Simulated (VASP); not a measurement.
CoO: single point with RPBE+D4+U

The system is CoO.

```xyz
2
Lattice="0.0000 2.1892 2.1892 2.1892 0.0000 2.1892 2.1892 2.1892 0.0000" Properties=species:S:1:pos:R:3 pbc="T T T"
Co    0.0000    0.0000    0.0000
O     2.1892    2.1892    2.1892
```

```yaml
Program: VASP 6.6.1
Task: single point
Functional: RPBE
Dispersion: D4
Potentials_or_basis: VASP PAW PBE potentials, release 64 (Co_sv, O)
Cutoff: 700 eV
k_mesh: 10 × 10 × 10
Occupations: gaussian, width 0.05 eV
Spin: collinear spin, ferromagnetic start
Starting_moments: "[2.9, 0.23] μB"
Hubbard_terms: Co d U = 3.3 eV
Dipole_correction: no
Further_INCAR_settings: ALGO = Normal; EDIFF = 1e-06; NBANDS = 22
```

- Pressure: -13.7 GPa
- Band gap on the k mesh: zero (filled and empty bands overlap)
- Net moment: 3.00 μB per cell
- Site moments: Co +2.70; O +0.24 μB
- Valence electrons inside the program's atomic spheres: Co 14.85; O 4.98
- Dispersion energy per atom: -0.559 eV

Levels at points of the mesh, in eV from the Fermi level:
Spin up:
```
           k point  band 11  band 12  band 13  band 14  band 15  band 16
(0.00, 0.00, 0.00)    -2.31    -2.31    -2.31     0.99    16.96    17.47
(0.50, 0.00, 0.00)    -2.71    -0.38    -0.38     5.29     9.04    13.26
(0.50, 0.50, 0.00)    -3.43    -3.28    -3.28     5.68     9.81    11.29
```
Spin down:
```csv
k point,band 6,band 7,band 8,band 9,band 10,band 11,band 12,band 13,band 14,band 15
"(0.00, 0.00, 0.00)",-1.86,-1.86,-1.86,-0.97,-0.97,-0.97,1.45,1.90,1.90,16.67
"(0.50, 0.00, 0.00)",-6.56,-3.47,-3.47,-0.08,-0.08,0.17,4.00,4.00,5.45,9.78
"(0.50, 0.50, 0.00)",-5.42,-3.02,-3.02,-1.90,0.05,0.05,2.36,2.61,6.60,10.15
```

Eigenvalues of the final occupation matrices:
| site | spin | trace | eigenvalues |
| --- | --- | --- | --- |
| site 1 d | 1 | 4.68 | 0.93 0.93 0.93 0.95 0.95 |
| site 1 d | 2 | 2.00 | 0.09 0.09 0.61 0.61 0.61 |

Wall time 36 s on 1 thread of Intel(R) Xeon(R) 6975P-C (Granite Rapids), on a shared host, peak memory 0.2 GiB.

Caveat: the cell stands under tension; the PAW data sets were made with another functional, which shifts forces and pressure a little; a cell with one magnetic atom can't hold antiferromagnetic order, which such compounds often take. The state reached can hang on the start; a lower one may exist.
